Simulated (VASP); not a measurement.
# GaSb (Immm) in VASP: settings compared, part 2 of 2

VASP 6.6.1. Earlier steps stand in the parts before.

## Step 3: Single point, LDA (volume scaled by 0.94)

INCAR

```
SYSTEM = GaSb
PREC     = Accurate       ! precision mode
ENCUT    = 520            ! plane-wave cutoff, eV
EDIFF    = 1E-7           ! SCF threshold, eV
ISMEAR   = -1             ! smearing method
SIGMA    = 0.05           ! smearing width, eV
LREAL    = .False.        ! projectors in reciprocal space
LASPH    = .True.         ! aspherical terms in the spheres
NELM     = 60             ! most SCF steps
ALGO     = Normal         ! electronic algorithm
ISIF     = 2              ! what is computed and relaxed
LWAVE    = .False.        ! write WAVECAR
LCHARG   = .False.        ! write CHGCAR
GGA      = CA             ! functional
NBANDS   = 16             ! bands
```

KPOINTS

```
Automatic mesh
0
Gamma
  10 10 10
  0 0 0
```

POSCAR

```
GaSb
1.0
   -1.5241390061      2.6203957796      2.8342492230
    1.5241390061     -2.6203957796      2.8342492230
    1.5241390061      2.6203957796     -2.8342492230
Sb Ga
1 1
Direct
    0.5000000000      0.5000000000      0.0000000000
    0.0000000000      0.0000000000      0.0000000000
```

Potentials or basis: VASP PAW LDA potentials, release 64 (Sb, Ga_d).

Command:

```console
$ cat potpaw_LDA.64/Sb/POTCAR potpaw_LDA.64/Ga_d/POTCAR > POTCAR
$ mpirun -np 1 vasp_std > vasp.out
```

OUTCAR:

```text
SYSTEM = GaSb
   PREC = Accurate
   ENCUT = 520
   EDIFF = 1E-7
   ISMEAR = -1
   LREAL = .False.
   LASPH = .True.
   NELM = 60
   ISIF = 2
   GGA = CA

 ion  position               nearest neighbor table
   1  0.500  0.500  0.000-   2 2.83   2 2.83   2 3.03   2 3.03   2 3.03   2 3.03
   2  0.000  0.000  0.000-   1 2.83   1 2.83   1 3.03   1 3.03   1 3.03   1 3.03

  LATTYP: Found a body centered orthorhombic cell.
 ALAT       =     3.0482780122
 B/A-ratio  =     1.7192629866
 C/A-ratio  =     1.8595739704

  Lattice vectors:

 A1 = (  -1.5241390061,   2.6203957796,   2.8342492230)
 A2 = (   1.5241390061,  -2.6203957796,   2.8342492230)
 A3 = (   1.5241390061,   2.6203957796,  -2.8342492230)

Analysis of symmetry for initial positions (statically):
=====================================================================
 Subroutine PRICEL returns:
 Original cell was already a primitive cell.

 Routine SETGRP: Setting up the symmetry group for a
 body centered orthorhombic supercell.

 Subroutine GETGRP returns: Found  8 space group operations
 (whereof  8 operations were pure point group operations)
[... 157 lines left out ...]
  ext. energy  EPLUGINS =         0.00000000
  ---------------------------------------------------
  free energy    TOTEN  =        -8.36265466 eV

  energy without entropy =       -8.35763923  energy(sigma->0) =       -8.36014694

 E-fermi :   7.0985     XC(G=0): -10.7539

 val. band max:        7.0980683633   @ k =  -0.2000   0.2000   0.1000
 cond. band min:       7.1589768827   @ k =   0.4000   0.1000   0.1000
 fundamental gap:      0.0609085194
 Fermi energy:         7.0984595163

 k-point     1 :       0.0000    0.0000    0.0000
  band No.  band energies     occupation
      1      -7.9650      2.00000
      2      -7.8616      2.00000
      3      -7.8597      2.00000
      4      -7.8323      2.00000
      5      -7.7969      2.00000
      6      -5.3337      2.00000
[... 433 lines left out ...]
      3      -7.8588      2.00000
      4      -7.8483      2.00000
      5      -7.8208      2.00000
      6      -4.1969      2.00000
[... 8 lines left out ...]
     15      15.0322      0.00000
     16      16.5389      0.00000

 [... further k-points ...]
[... 5 lines left out ...]
  --------------------------------------------------------------------------------------
  -------------------------------------------------------------------------------------
  Total        0.0660749     -0.4449820     -0.5659220     -0.0000000      0.0000000      0.0000000
  in kB        2.3380694    -15.7457563    -20.0252368     -0.0000000      0.0000000      0.0000000
  external PRESSURE =     -11.1443079 kB  Pullay stress =       0.0000000 kB

 VOLUME and BASIS-vectors are now :
 -----------------------------------------------------------------------------
  energy-cutoff  :      520.00
  volume of cell :       45.28
      direct lattice vectors                 reciprocal lattice vectors
    -1.524139006  2.620395780  2.834249223     0.000000000  0.190810871  0.176413562
     1.524139006 -2.620395780  2.834249223     0.328054067  0.000000000  0.176413562
     1.524139006  2.620395780 -2.834249223     0.328054067  0.190810871  0.000000000

 POSITION                                       TOTAL-FORCE (eV/Angst)
 -----------------------------------------------------------------------------------
      0.00000      0.00000      2.83425         0.000000      0.000000     -0.000000
      0.00000      0.00000      0.00000        -0.000000      0.000000      0.000000
 -----------------------------------------------------------------------------------
    total drift:                               -0.000000     -0.000000     -0.000000

  FREE ENERGIE OF THE ION-ELECTRON SYSTEM (eV)
  ---------------------------------------------------
  free  energy   TOTEN  =        -8.3626546564 eV

  energy  without entropy=       -8.3576392329  energy(sigma->0) =       -8.36014694
```

OSZICAR:

```text
N       E                     dE             d eps       ncg     rms          rms(c)
DAV:   1     0.787201482802E+02    0.78720E+02   -0.85517E+03  5672   0.148E+03
DAV:   2    -0.253288826915E+01   -0.81253E+02   -0.78467E+02  6280   0.302E+02
DAV:   3    -0.830375190394E+01   -0.57709E+01   -0.57477E+01  6776   0.626E+01
DAV:   4    -0.839670776579E+01   -0.92956E-01   -0.92941E-01  6592   0.873E+00
DAV:   5    -0.839887397845E+01   -0.21662E-02   -0.21662E-02  7176   0.121E+00    0.268E+00
DAV:   6    -0.837140520082E+01    0.27469E-01   -0.39401E-02  7192   0.337E+00    0.150E+00
DAV:   7    -0.836309335300E+01    0.83118E-02   -0.10668E-02  8352   0.122E+00    0.236E-01
DAV:   8    -0.836266623157E+01    0.42712E-03   -0.13378E-03  7248   0.513E-01    0.330E-02
DAV:   9    -0.836265504814E+01    0.11183E-04   -0.59028E-05  6280   0.624E-02    0.146E-02
DAV:  10    -0.836265480106E+01    0.24708E-06   -0.53435E-06  7312   0.205E-02    0.239E-03
DAV:  11    -0.836265466271E+01    0.13835E-06   -0.85954E-07  6984   0.950E-03    0.179E-03
DAV:  12    -0.836265465637E+01    0.63383E-08   -0.42393E-08  4592   0.155E-03
   1 F= -.83626547E+01 E0= -.83601469E+01  d E =-.501542E-02
```

Wall time 33 s (1 thread of Intel Xeon 6975P-C (Granite Rapids), shared host); peak memory 0.25 GiB.

Results:

```yaml
Free_energy: -8.3627 eV
Pressure: -1.1 GPa
Band_gap_on_the_k_mesh: zero (band 9 reaches 9.21 eV, above the bottom of band 10 at 4.38 eV)
```

Stress tensor (GPa, compression positive):
```
 0.23  0.00  0.00
 0.00 -1.57  0.00
 0.00  0.00 -2.00
```

Levels at points of the mesh, in eV from the Fermi level:
```csv
k point,band 6,band 7,band 8,band 9,band 10,band 11,band 12,band 13
"(0.00, 0.00, 0.00)",-12.43,-3.13,-2.32,-1.85,3.32,5.68,6.33,7.87
"(0.50, 0.00, 0.00)",-10.91,-8.43,-0.23,1.45,2.19,2.65,5.08,7.22
"(0.00, 0.50, 0.00)",-8.19,-6.31,-2.10,-0.55,-0.31,1.00,3.08,3.82
"(0.50, 0.50, 0.00)",-8.14,-5.38,-2.95,-2.24,-1.85,3.25,3.94,6.73
"(0.50, 0.50, 0.50)",-9.74,-6.14,-5.44,-5.14,3.40,7.26,10.06,10.83
```

Caveat: spin-orbit coupling is left out, which moves the levels of the heavy elements.

## Step 4: Single point, PBEsol (volume scaled by 0.94)

INCAR

```
PREC = Accurate
ENCUT = 520
EDIFF = 1E-6
ISMEAR = -1
SIGMA = 0.05
LREAL = False
LASPH = True
NELM = 80
ALGO = Normal
ISIF = 2
LWAVE = False
LCHARG = False
GGA = PS
NBANDS = 16
```

KPOINTS

```
regular mesh
0
Gamma
  10 10 10
```

POSCAR is that of step 3.

Potentials or basis: VASP PAW PBE potentials, release 64 (Sb, Ga_d).

Command:

```console
$ cat potpaw_PBE.64/Sb/POTCAR potpaw_PBE.64/Ga_d/POTCAR > POTCAR
$ mpirun -np 1 vasp_std > vasp.out
```

It took 29 s on 1 thread of Intel Xeon 6975P-C (Granite Rapids), shared host; peak memory 0.27 GiB.

It converged, with:

* Free energy: -7.8778 eV
* Pressure: 0.3 GPa
* Band gap on the k mesh: zero (band 9 reaches 9.28 eV, above the bottom of band 10 at 4.37 eV)

Stress tensor (GPa, compression positive):
```
 1.59  0.00  0.00
 0.00 -0.17  0.00
 0.00  0.00 -0.45
```

Levels at points of the mesh, in eV from the Fermi level:
```csv
k point,band 7,band 8,band 9,band 10,band 11,band 12
"(0.00, 0.00, 0.00)",-3.05,-2.34,-1.86,3.21,5.75,6.36
"(0.50, 0.00, 0.00)",-8.43,-0.24,1.42,2.22,2.65,5.13
"(0.00, 0.50, 0.00)",-6.31,-2.08,-0.57,-0.34,0.96,3.12
"(0.50, 0.50, 0.00)",-5.43,-2.88,-2.26,-1.87,3.15,3.97
"(0.50, 0.50, 0.50)",-6.11,-5.50,-5.19,3.43,7.25,10.15
```

Caveat: the PAW data sets were made with another functional, which shifts forces and pressure a little; spin-orbit coupling is left out, which moves the levels of the heavy elements.

## Step 5: Single point, LDA (volume scaled by 0.96)

INCAR

```
SYSTEM = GaSb
  PREC = Accurate
  ENCUT = 520
  EDIFF = 1E-6
  ISMEAR = -1
  SIGMA = 0.05
  LREAL = .FALSE.
  LASPH = .TRUE.
  NELM = 100
  ALGO = Normal
  ISIF = 2
  LWAVE = .FALSE.
  LCHARG = .TRUE.
  LELF = .TRUE.
  LVHAR = .TRUE.
  NBANDS = 16
```

KPOINTS

```
regular mesh
0
G
  10 10 10
  0 0 0
```

POSCAR

```
GaSb
1.0
   -1.5348727331      2.6388498790      2.8542093822
    1.5348727331     -2.6388498790      2.8542093822
    1.5348727331      2.6388498790     -2.8542093822
Sb Ga
1 1
Direct
    0.5000000000      0.5000000000      0.0000000000
    0.0000000000      0.0000000000      0.0000000000
```

Potentials or basis: VASP PAW LDA potentials, release 64 (Sb, Ga_d).

Command:

```console
$ cat potpaw_LDA.64/Sb/POTCAR potpaw_LDA.64/Ga_d/POTCAR > POTCAR
$ mpirun -np 1 vasp_std > vasp.out
```

Run time: 28 s. Hardware: 1 thread of Intel Xeon 6975P-C (Granite Rapids), shared host; peak memory 0.26 GiB.

The run converged. Its results:

- Free energy: -8.3522 eV
- Pressure: -2.4 GPa
- Band gap on the k mesh: zero (band 9 reaches 8.89 eV, above the bottom of band 10 at 4.21 eV)

Stress tensor (GPa, compression positive):
```
-1.18  0.00  0.00
 0.00 -2.84  0.00
 0.00  0.00 -3.32
```

Levels at points of the mesh, in eV from the Fermi level:
| k point | band 5 | band 6 | band 7 | band 8 | band 9 | band 10 | band 11 | band 12 | band 13 | band 14 |
| --- | --- | --- | --- | --- | --- | --- | --- | --- | --- | --- |
| (0.00, 0.00, 0.00) | -14.88 | -12.27 | -3.19 | -2.26 | -1.80 | 3.36 | 5.55 | 6.24 | 7.72 | 8.24 |
| (0.50, 0.00, 0.00) | -14.87 | -10.79 | -8.29 | -0.22 | 1.46 | 2.12 | 2.62 | 4.97 | 7.13 | 8.87 |
| (0.00, 0.50, 0.00) | -14.86 | -8.15 | -6.21 | -2.08 | -0.52 | -0.29 | 1.04 | 2.98 | 3.77 | 8.95 |
| (0.50, 0.50, 0.00) | -14.86 | -8.11 | -5.25 | -3.00 | -2.17 | -1.80 | 3.30 | 3.89 | 6.62 | 7.46 |
| (0.50, 0.50, 0.50) | -14.87 | -9.68 | -6.08 | -5.30 | -5.00 | 3.35 | 7.20 | 9.86 | 10.59 | 10.60 |

Caveat: spin-orbit coupling is left out, which moves the levels of the heavy elements.

## Step 6: The runs side by side

```tsv
level	potentials or basis	cell	gap on the mesh (eV)	pressure (GPa)
PBEsol	VASP PAW PBE potentials, release 64 (Sb, Ga_d)	a = 4.320 Å, angles 136.9, 101.7, 93.9°, 2 atoms	none	-5.5
LDA	VASP PAW LDA potentials, release 64 (Sb, Ga_d)	a = 4.150 Å, angles 136.9, 101.7, 93.9°, 2 atoms	none	-1.1
PBEsol	VASP PAW PBE potentials, release 64 (Sb, Ga_d)	a = 4.150 Å, angles 136.9, 101.7, 93.9°, 2 atoms	none	0.3
LDA	VASP PAW LDA potentials, release 64 (Sb, Ga_d)	a = 4.179 Å, angles 136.9, 101.7, 93.9°, 2 atoms	none	-2.4
```

Alike in all rows: task single point; no spin polarisation; k mesh 10 × 10 × 10; cutoff (eV) 520; smearing fermi-dirac 0.05 eV.

Caveats: spin-orbit coupling is left out, which moves the levels of the heavy elements; the PAW data sets were made with another functional, which shifts forces and pressure a little (some runs).

Total energies depend on the potentials used, so only differences within one code and one set of settings carry meaning.
